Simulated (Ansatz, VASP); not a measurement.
# Two plane-wave programs on SiO2

```
Si O
1.0
     0.00000    4.71650    7.36546
     2.35722    0.00000    7.36546
     2.35722    4.71650    0.00000
Si O
4 8
Direct
  0.56315 0.56315 0.93685
  0.31315 0.31315 0.68685
  0.68685 0.68685 0.31315
  0.93685 0.93685 0.56315
  0.62500 0.12500 0.62500
  0.62500 0.62500 0.12500
  0.62500 0.62500 0.62500
  0.12500 0.62500 0.62500
  0.18621 0.81379 0.18621
  0.81379 0.18621 0.81379
  0.43621 0.06379 0.43621
  0.06379 0.43621 0.06379
```

Alike in both runs: task single point; functional PBE; k mesh 6 × 6 × 6; occupations fermi-dirac, width 0.02 eV; no spin polarisation.

```csv
,VASP,Ansatz
version,VASP 6.6.1,Ansatz 0.2.0
potentials or method,"VASP PAW PBE potentials, release 64 (Si, O)","plane waves, PAW"
plane-wave cutoff (eV),520,420
valence electrons in the cell,64,64
```

```tsv
	VASP	Ansatz	Ansatz less VASP
gap on the k mesh at the Fermi level (eV)	5.79	5.78	-0.002
pressure (GPa)	5.1	4.9	-0.12
traceless stress, the component that is largest in VASP (GPa)	0.15	0.05	-0.106
rms of the force components (eV/Å)	0.117	0.116	-0.0008
```

Atom by atom the forces differ by 0.012 eV/Å (rms over components).
